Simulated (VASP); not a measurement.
Crystal: Ir.

```xyz
1
Lattice="0.0000 1.8765 1.8765 1.8765 0.0000 1.8765 1.8765 1.8765 0.0000" Properties=species:S:1:pos:R:3 pbc="T T T"
Ir    0.0000    0.0000    0.0000
```

Base run:

| Property | Result |
| --- | --- |
| Program | VASP 6.6.1 |
| Functional | PBE |
| Potentials or basis | VASP PAW PBE potentials, release 64 (Ir) |
| Cutoff | 500 eV |
| k mesh | 12 × 12 × 12 |
| Occupations | fermi-dirac, width 0.05 eV |
| Spin | no spin polarisation |

Its results: pressure 41.3 GPa.

Problem. The run is repeated on the same cell with these changes: functional from PBE to r2SCAN; cutoff from 500 eV to 520 eV. What comes out?

Solution. Pressure 35.8 GPa.

Caveats: the PAW data sets were made with another functional, which shifts forces and pressure a little (some runs).
